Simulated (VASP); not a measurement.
HfN, 2 atoms in the cell. The structure is cubic, space group F-43m (No. 216). Conventional cell: a = 4.910 Å, b = 4.910 Å, c = 4.910 Å, α = 90.00°, β = 90.00°, γ = 90.00°. Hf (site symmetry -43m) has 4 N at 2.13 Å within 2.8 Å. N (site symmetry -43m) has 4 Hf at 2.13 Å within 2.8 Å. 

| Item | Value |
| --- | --- |
| Program | VASP 6.6.1 |
| Task | single point |
| Functional | LDA |
| Potentials or basis | VASP PAW LDA potentials, release 64 (Hf_pv, N) |
| Cutoff | 520 eV |
| k mesh | 9 × 9 × 9 |
| Occupations | fermi-dirac, width 0.05 eV |
| Spin | no spin polarisation |
| Dipole correction | no |
| Further INCAR settings | ALGO = Normal; EDIFF = 1e-07; NBANDS = 14 |

Potentials or basis: VASP PAW LDA potentials, release 64 (Hf_pv, N).

Run with:

```bash
$ cat potpaw_LDA.64/Hf_pv/POTCAR potpaw_LDA.64/N/POTCAR > POTCAR
$ mpirun -np 1 vasp_std > vasp.out
```

Hardware: 1 thread of AMD EPYC 7R13 (shared host).

Question: How long does it take, and how much memory?

Answer: Run time: 21 s on 1 thread of AMD EPYC 7R13 (shared host), peak memory 0.12 GiB. Counts: scf iterations 13, k points 35.
